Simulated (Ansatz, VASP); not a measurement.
Given: the input of a run of Ansatz 0.2.0 on Tc.

The input input.yaml:

```yaml
crystal:
  lattice:
    - [0.0, 1.95, 1.95]
    - [1.95, 0.0, 1.95]
    - [1.95, 1.95, 0.0]
  atoms:
    - { symbol: Tc, position: [0.0, 0.0, 0.0] }
kpoints:
  mp_grid: { grid: [12, 12, 12] }
scf:
  occupations: { method: fermi_dirac, width: 0.05 }
hamiltonian:
  xc: pbe
  dispersion: d4
  pseudopotentials: { kind: all_electron, lapw: { basis_error: 0.001 } }
output:
  forces: true
  stress: true
relax:
  f_tol: 0.005
  max_steps: 60
  cell: {}
```

Potentials or basis: all-electron LAPW, scalar-relativistic.

The run is started by

```console
$ ansatz run input.yaml --threads 1 --pin off --max-ram 3072MiB --backend cpu --events-out ev --progress --plain --runs-dir out
```

Set up the same calculation for VASP 6.6.1. Potentials there: VASP PAW PBE potentials, release 64 (Tc_pv).

As run (the cutoff follows the program's own potentials):

The input INCAR:

```
SYSTEM = Tc
ALGO     = Normal         ! electronic algorithm
EDIFF    = 1E-6           ! SCF threshold, eV
EDIFFG   = -0.005         ! ionic threshold
ENCUT    = 600            ! plane-wave cutoff, eV
GGA      = PE             ! functional
IBRION   = 2              ! ionic algorithm
ISIF     = 3              ! what is computed and relaxed
ISMEAR   = -1             ! smearing method
IVDW     = 13             ! dispersion correction
LASPH    = .True.         ! aspherical terms in the spheres
LCHARG   = .False.        ! write CHGCAR
LREAL    = .False.        ! projectors in reciprocal space
LWAVE    = .False.        ! write WAVECAR
NELM     = 100            ! most SCF steps
NSW      = 80             ! ionic steps
PREC     = Accurate       ! precision mode
SIGMA    = 0.05           ! smearing width, eV
```

Contents of KPOINTS:

```
k-points
0
Gamma
  12 12 12
  0 0 0
```

The input POSCAR:

```
Tc
1.0
    0.0000000000      1.9500000000      1.9500000000
    1.9500000000      0.0000000000      1.9500000000
    1.9500000000      1.9500000000      0.0000000000
Tc
1
Direct
    0.0000000000      0.0000000000      0.0000000000
```

Potentials or basis: VASP PAW PBE potentials, release 64 (Tc_pv).

Run with:

```bash
$ cat potpaw_PBE.64/Tc_pv/POTCAR > POTCAR
$ mpirun -np 1 vasp_std > vasp.out
```

Both were run:

|  | VASP | Ansatz | Ansatz less VASP |
| --- | --- | --- | --- |
| relaxed volume (Å³/atom) | 14.18 | 14.21 | +0.025 |
| relaxed cell length with the largest relative difference (Å) | 2.717 | 2.719 | +0.0016 |

Ansatz ran all-electron here, and VASP with PAW potentials.
